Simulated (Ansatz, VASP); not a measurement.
KCl: VASP beside Ansatz

```
K Cl
1.0
     0.00000    3.50728    3.55989
     3.50728    0.00000    3.55989
     3.50728    3.50728    0.00000
K Cl
1 1
Cartesian
  0.0000 0.0000 0.0000
  1.7536 1.7536 1.7799
```

Change from the starting cell: uniaxial_z strain +1.5%.

Alike in both runs: task single point; functional HSE06; k mesh 4 × 4 × 4; no spin polarisation.

|  | VASP | Ansatz |
| --- | --- | --- |
| version | VASP 6.6.1 | Ansatz 0.2.0 |
| potentials or method | VASP PAW PBE potentials, release 64 (K_sv, Cl) | plane waves, PAW |
| plane-wave cutoff (eV) | 520 | 420 |
| occupations | gaussian, width 0.01 eV | fixed |
| valence electrons in the cell | 16 | 16 |

|  | VASP | Ansatz | Ansatz less VASP |
| --- | --- | --- | --- |
| gap on the k mesh at the Fermi level (eV) | 5.98 | 5.98 | +0.001 |
| pressure (GPa) | 0.0 | 0.0 | -0.02 |

Ansatz's warnings: stress exchange threshold loose, stress scf threshold loose.
